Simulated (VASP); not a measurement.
A run of VASP 6.6.1 is set up as follows.

The input INCAR:

```
PREC = Accurate
ENCUT = 910
EDIFF = 1E-6
ISMEAR = -1
SIGMA = 0.02
LREAL = False
LASPH = True
NELM = 120
ALGO = Normal
ISIF = 2
LWAVE = False
LCHARG = False
GGA = PE
NBANDS = 28
GGA_COMPAT = False
```

KPOINTS

```
Automatic mesh
0
Gamma
  8 8 8
```

POSCAR

```
BaTiO3
1.0
    2.8276671207      1.6325543733      2.3177320127
   -2.8276671207      1.6325543733      2.3177320127
    0.0000000000     -3.2651087466      2.3177320127
Ba Ti O
1 1 3
Direct
   -0.0019543295     -0.0019543295     -0.0019543295
    0.4863644942      0.4863644942      0.4863644942
    0.5100996181      0.5100996181      0.0166905991
    0.0166905991      0.5100996181      0.5100996181
    0.5100996181      0.0166905991      0.5100996181
```

Potentials or basis: VASP PAW PBE potentials, release 64 (Ba_sv, Ti_sv, O_h).

Run with:

```sh
$ cat potpaw_PBE.64/Ba_sv/POTCAR potpaw_PBE.64/Ti_sv/POTCAR potpaw_PBE.64/O_h/POTCAR > POTCAR
$ mpirun -np 1 vasp_std > vasp.out
```

**Question.** What does it give for the pressure?

**Answer.** 6.0 GPa.

**Question.** Predict the largest force.

**Answer.** 0.039 eV/Å.

**Question.** What does it give for the band gap on the k mesh?

**Answer.** 2.31 eV (least direct gap 2.69 eV).

Forces in eV/Å, atoms in the order of the input:
```
Ba   0.000  0.000  0.039
Ti   0.000  0.000  0.024
O    0.000  0.009 -0.021
O   -0.008 -0.005 -0.021
O    0.008 -0.005 -0.021
```

Caveat: the cutoff is under 1.25 times the usual one of these potentials, so pressure, stress and relaxed cells hold a basis-set (Pulay) error; the cell stands under pressure; spin-orbit coupling is left out, which moves the levels of the heavy elements. A k mesh can miss the band edges.
